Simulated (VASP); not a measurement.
# Ru (P-3m1) in VASP: a series of runs

Ru is run at these levels: PBE; tasks: single point.

Program: VASP 6.6.1. These are calculated values, not measurements. Logs are shortened: lines on timing, memory, paths and dates and some standing lists are left out, and cuts for length are marked.

**1. The cell of the first run**

The structure is trigonal, space group P-3m1 (No. 164). The conventional cell has a = 2.706 Å, b = 2.706 Å, c = 4.282 Å, α = 90.00°, β = 90.00°, γ = 120.00°. Within 3.2 Å of Ru (site symmetry 3m) lie 12 Ru at 2.41 to 2.90 Å.

**2. Single point, PBE (atom 1 (Ru) moved by (+0.000, -0.300) A along y and z)**

INCAR

```
ALGO = Fast ; EDIFF = 1E-6
ENCUT = 520 ; GGA = PE
ISIF = 2 ; ISMEAR = 0
LASPH = True ; LCHARG = False
LREAL = False ; LWAVE = False
NBANDS = 21 ; NELM = 60
PREC = Accurate ; SIGMA = 0.15
```

KPOINTS

```
k-points
0
Gamma
  24 24 12
```

POSCAR

```
Ru
1.0
    2.7057993342      0.0000000000      0.0000000000
   -1.3528996671      2.3432909610      0.0000000000
    0.0000000000      0.0000000000      4.2819000000
Ru
2
Direct
    0.3333333333      0.6666666667      0.1799376445
    0.6666666667      0.3333333333      0.7500000000
```

Potentials or basis: VASP PAW PBE potentials, release 64 (Ru_pv).

The run is started by

```
cat potpaw_PBE.64/Ru_pv/POTCAR > POTCAR
mpirun -np 1 vasp_std > vasp.out
```

OUTCAR:

```text
EDIFF = 1E-6
   ENCUT = 520
   GGA = PE
   ISIF = 2
   ISMEAR = 0
   LASPH = True
   LREAL = False
   NELM = 60
   PREC = Accurate

 ion  position               nearest neighbor table
   1  0.333  0.667  0.180-   2 2.41   2 2.41   2 2.41   2 2.90   2 2.90   2 2.90
   2  0.667  0.333  0.750-   1 2.41   1 2.41   1 2.41   1 2.90   1 2.90   1 2.90

  LATTYP: Found a hexagonal cell.
 ALAT       =     2.7057993342
 C/A-ratio  =     1.5824898565

  Lattice vectors:

 A1 = (   2.7057993342,   0.0000000000,   0.0000000000)
 A2 = (  -1.3528996671,   2.3432909610,   0.0000000000)
 A3 = (   0.0000000000,   0.0000000000,   4.2819000000)

Analysis of symmetry for initial positions (statically):
=====================================================================
 Subroutine PRICEL returns:
 Original cell was already a primitive cell.

 Routine SETGRP: Setting up the symmetry group for a
 hexagonal supercell.

 Subroutine GETGRP returns: Found 12 space group operations
 (whereof  6 operations were pure point group operations)
 out of a pool of 24 trial point group operations.

The static configuration has the point symmetry C_3v.
 The point group associated with its full space group is D_3d.

Analysis of symmetry for dynamics (positions and initial velocities):
=====================================================================
 Subroutine PRICEL returns:
 Original cell was already a primitive cell.

 Routine SETGRP: Setting up the symmetry group for a
 hexagonal supercell.

 Subroutine GETGRP returns: Found 12 space group operations
 (whereof  6 operations were pure point group operations)
 out of a pool of 24 trial point group operations.

The dynamic configuration has the point symmetry C_3v.
 The point group associated with its full space group is D_3d.

 Subroutine INISYM returns: Found 12 space group operations
 (whereof  6 operations are pure point group operations),
 and found     1 'primitive' translations

----------------------------------------------------------------------------------------

                                     Primitive cell

  volume of cell :      27.1493

  direct lattice vectors                    reciprocal lattice vectors
[... 76 lines left out ...]
   NGXF,Y,Z  is equivalent  to a cutoff of  24.58, 24.58, 24.85 a.u.
 SYSTEM =  unknown system
   PREC   = accura    normal or accurate (medium, high low for compatibility)
   ISTART =      0    job   : 0-new  1-cont  2-samecut
   ICHARG =      2    charge: 1-file 2-atom 10-const
   ISPIN  =      1    spin polarized calculation?
   LNONCOLLINEAR =      F non collinear calculations
   LSORBIT =      F    spin-orbit coupling
   LASPH  =      T    aspherical Exc in radial PAW
   ENCUT  =  520.0 eV  38.22 Ry    6.18 a.u.   5.03  5.03  7.96*2*pi/ulx,y,z
   NELM   =     60;   NELMIN=  2; NELMDL= -5     # of ELM steps
   EDIFF  = 0.1E-05   stopping-criterion for ELM
   LREAL  =      F    real-space projection
   EDIFFG = 0.1E-04   stopping-criterion for IOM
   NSW    =      0    number of steps for IOM
   IBRION =     -1    ionic relax: 0-MD 1-quasi-New 2-CG
   NFREE  =      0    steps in history (QN), initial steepest desc. (CG)
   ISIF   =      2    stress and relaxation
   ISYM   =      2    0-nonsym 1-usesym 2-fastsym
   POTIM  = 0.5000    time-step for ionic-motion
   TEBEG  =    0.0;   TEEND  =   0.0 temperature during run
   PSTRESS=    0.0 pullay stress
   NELECT =      28.0000    total number of electrons
   NUPDOWN=      -1.0000    fix difference up-down
   EMIN   =  10.00;   EMAX   =-10.00  energy-range for DOS
   EFERMI =   0.00;   METHOD = LEGACY
   ISMEAR =     0;   SIGMA  =   0.15  broadening in eV -4-tet -1-fermi 0-gaus
   EFERMI_NEDOS =   21; number of points for ismear=-14 and -15
   IALGO  =     68    algorithm
   IMIX   =      4    mixing-type and parameters
     AMIX     =   0.40;   BMIX     =  1.00
     AMIX_MAG =   1.60;   BMIX_MAG =  1.00
  volume/ion in A,a.u.               =      13.57        91.61
  Fermi-wavevector in a.u.,A,eV,Ry     =   1.654022  3.125649 37.222686  2.735790
  Thomas-Fermi vector in A             =   2.742361
   LORBIT       =      0    0 simple, 1 ext, 2 COOP (PROOUT), +10 PAW based schemes
   GGA     = PE    functional components
   LHFCALC =     F    Hartree Fock is set to
   AEXX    =    0.0000 exact exchange contribution
   IVDW    =     0    specifies the selected vdW correction
   LEPSILON=     F    determine dielectric tensor
   LRPA    =     F    only Hartree local field effects (RPA)
 non-spin polarized calculation
 RMM-DIIS sequential band-by-band and
 Gauss-broadening in eV      SIGMA  =   0.15
  energy-cutoff  :      520.00
  volume of cell :       27.15
 maximum number of plane-waves:       756
   NGX =  9   NGY =  9   NGZ = 15

 number of electron      28.0000006 magnetization

 Free energy of the ion-electron system (eV)
  ---------------------------------------------------
  ext. energy  EPLUGINS =         0.00000000
  ---------------------------------------------------
  free energy    TOTEN  =       -17.82877326 eV

  energy without entropy =      -17.80450604  energy(sigma->0) =      -17.81663965

 E-fermi :  12.9769     XC(G=0): -14.0576

 val. band max:       12.9747960035   @ k =   0.3333   0.0833   0.3333
 cond. band min:      12.9791817448   @ k =   0.0000   0.1667   0.4167
 fundamental gap:      0.0043857413
 Fermi energy:        12.9769172921

 k-point     1 :       0.0000    0.0000    0.0000
  band No.  band energies     occupation
      1     -30.9736      2.00000
      2     -29.9472      2.00000
      3     -29.9472      2.00000
      4     -29.6526      2.00000
      5     -29.6526      2.00000
      6     -29.5587      2.00000
[... 565 lines left out ...]
     20      25.5416      0.00000
     21      25.8301      0.00000

 [... further k-points ...]
[... 5 lines left out ...]
  --------------------------------------------------------------------------------------
  -------------------------------------------------------------------------------------
  Total        2.4614692      2.4614692      6.1690308      0.0000000     -0.0000000      0.0000000
  in kB      145.2602071    145.2602071    364.0568424      0.0000000     -0.0000000      0.0000000
  external PRESSURE =     218.1924189 kB  Pullay stress =       0.0000000 kB

 VOLUME and BASIS-vectors are now :
 -----------------------------------------------------------------------------
  energy-cutoff  :      520.00
  volume of cell :       27.15
      direct lattice vectors                 reciprocal lattice vectors
     2.705799334  0.000000000  0.000000000     0.369576556  0.213375124  0.000000000
    -1.352899667  2.343290961  0.000000000     0.000000000  0.426750249  0.000000000
     0.000000000  0.000000000  4.281900000     0.000000000  0.000000000  0.233541185

 POSITION                                       TOTAL-FORCE (eV/Angst)
 -----------------------------------------------------------------------------------
     -0.00000      1.56219      0.77047         0.000000      0.000000      4.791820
      1.35290      0.78110      3.21143        -0.000000     -0.000000     -4.791820
 -----------------------------------------------------------------------------------
    total drift:                                0.000000      0.000000      0.000003

  FREE ENERGIE OF THE ION-ELECTRON SYSTEM (eV)
  ---------------------------------------------------
  free  energy   TOTEN  =       -17.8287732630 eV

  energy  without entropy=      -17.8045060436  energy(sigma->0) =      -17.81663965
```

OSZICAR:

```text
N       E                     dE             d eps       ncg     rms          rms(c)
DAV:   1     0.291248894139E+03    0.29125E+03   -0.17599E+04 28062   0.149E+03
DAV:   2    -0.131738081242E+02   -0.30442E+03   -0.29500E+03 28687   0.447E+02
DAV:   3    -0.190207041943E+02   -0.58469E+01   -0.58126E+01 32959   0.699E+01
DAV:   4    -0.190648733603E+02   -0.44169E-01   -0.44110E-01 35013   0.579E+00
DAV:   5    -0.190654089275E+02   -0.53557E-03   -0.53120E-03 31967   0.579E-01    0.201E+01
RMM:   6    -0.179284256877E+02    0.11370E+01   -0.23636E+00 28630   0.129E+01    0.637E+00
RMM:   7    -0.178349724524E+02    0.93453E-01   -0.43860E-01 30467   0.488E+00    0.129E+00
RMM:   8    -0.178292913199E+02    0.56811E-02   -0.26957E-02 31760   0.153E+00    0.591E-01
RMM:   9    -0.178287827555E+02    0.50856E-03   -0.29112E-03 31944   0.512E-01    0.854E-02
RMM:  10    -0.178287686102E+02    0.14145E-04   -0.56933E-04 32463   0.231E-01    0.258E-02
RMM:  11    -0.178287752478E+02   -0.66376E-05   -0.10834E-04 33973   0.843E-02    0.743E-03
RMM:  12    -0.178287734470E+02    0.18008E-05   -0.15121E-05 34581   0.285E-02    0.383E-03
RMM:  13    -0.178287732630E+02    0.18399E-06   -0.33900E-06 25750   0.122E-02
   1 F= -.17828773E+02 E0= -.17816640E+02  d E =-.242672E-01
```

stdout:

```text
POSCAR found type information on POSCAR Ru
 POSCAR found :  1 types and       2 ions
 scaLAPACK will be used
 LDA part: xc-table for (Slater+PW92), standard interpolation
 POSCAR, INCAR and KPOINTS ok, starting setup
 FFT: planning ... GRIDC
 FFT: planning ... GRID_SOFT
 FFT: planning ... GRID
 WAVECAR not read
 entering main loop
WARNING in EDDRMM: call to ZHEGV failed, returncode =   8  4     19
```

Wall time 8.8 min (1 thread of Intel Xeon 8259CL, shared host); peak memory 0.38 GiB.

Results:

| Property | Result |
| --- | --- |
| Free energy | -17.8288 eV |
| Pressure | 21.8 GPa |
| Largest force | 4.792 eV/Å |
| Band gap on the k mesh | zero (bands 14 and 15 overlap by 2.57 eV) |

Forces on the atoms (eV/Å):
```
Ru   0.000  0.000  4.792
Ru   0.000  0.000 -4.792
```

Stress tensor (GPa, compression positive):
```
14.53  0.00  0.00
 0.00 14.53  0.00
 0.00  0.00 36.41
```

Levels at points of the mesh, in eV from the Fermi level:
```tsv
k point	band 11	band 12	band 13	band 14	band 15	band 16	band 17	band 18
(0.00, 0.00, 0.00)	-2.92	-2.92	-2.45	-0.92	-0.92	1.41	1.41	1.81
(0.50, 0.00, 0.00)	-2.03	-1.83	-1.41	1.14	1.50	2.22	3.96	6.15
(0.00, 0.00, 0.50)	-3.29	-3.29	-3.29	-1.31	0.07	0.07	1.24	1.24
(0.50, 0.00, 0.50)	-2.55	0.00	0.12	0.55	1.26	1.79	2.40	4.17
```

Caveat: the cell differs from its parent crystal (atom 1 (Ru) moved by (+0.000, -0.300) A along y and z); the stress differs along the axes, from 15 to 36 GPa; forces of over 1 eV/Å act on the atoms, so gaps and moduli don't describe the material at rest.

**3. Single point, PBE (atom 1 (Ru) moved by (+0.000, -0.150) A along y and z)**

INCAR

```
PREC = Accurate
ENCUT = 520
EDIFF = 1E-7
ISMEAR = 0
SIGMA = 0.15
LREAL = False
LASPH = True
NELM = 60
ALGO = Fast
ISIF = 2
LWAVE = False
LCHARG = False
GGA = PE
NBANDS = 21
```

KPOINTS

```
Automatic mesh
0
Gamma
  24 24 12
```

POSCAR: that of step 2 with these lines changed.

```diff
@@ -8,3 +8,3 @@
 Direct
-    0.3333333333      0.6666666667      0.1799376445
+    0.3333333333      0.6666666667      0.2149688223
     0.6666666667      0.3333333333      0.7500000000
```

Potentials or basis: VASP PAW PBE potentials, release 64 (Ru_pv).

The run is started by

```
cat potpaw_PBE.64/Ru_pv/POTCAR > POTCAR
mpirun -np 1 vasp_std > vasp.out
```

Run time: 9.2 min. Hardware: 1 thread of Intel Xeon 8259CL, shared host; peak memory 0.38 GiB.

It converged, with:

| Property | Result |
| --- | --- |
| Free energy | -18.3256 eV |
| Pressure | 8.7 GPa |
| Largest force | 2.009 eV/Å |
| Band gap on the k mesh | zero (bands 14 and 15 overlap by 2.85 eV) |

Forces on the atoms (eV/Å):
```
Ru   0.000  0.000  2.009
Ru   0.000  0.000 -2.009
```

Stress tensor (GPa, compression positive):
```
 7.15  0.00  0.00
 0.00  7.15  0.00
 0.00  0.00 11.77
```

Levels at points of the mesh, in eV from the Fermi level:
| k point | band 11 | band 12 | band 13 | band 14 | band 15 | band 16 | band 17 | band 18 |
| --- | --- | --- | --- | --- | --- | --- | --- | --- |
| (0.00, 0.00, 0.00) | -2.44 | -2.26 | -2.26 | -1.20 | -1.20 | 1.23 | 1.23 | 1.41 |
| (0.50, 0.00, 0.00) | -2.07 | -1.81 | -1.51 | 1.35 | 1.70 | 2.03 | 4.03 | 6.12 |
| (0.00, 0.00, 0.50) | -2.92 | -2.89 | -2.89 | -2.07 | 0.25 | 0.25 | 0.87 | 0.87 |
| (0.50, 0.00, 0.50) | -1.76 | -0.47 | 0.30 | 0.52 | 1.52 | 1.74 | 2.91 | 3.80 |

Caveat: the cell differs from its parent crystal (atom 1 (Ru) moved by (+0.000, -0.150) A along y and z); the cell stands under pressure; forces of over 1 eV/Å act on the atoms, so gaps and moduli don't describe the material at rest.
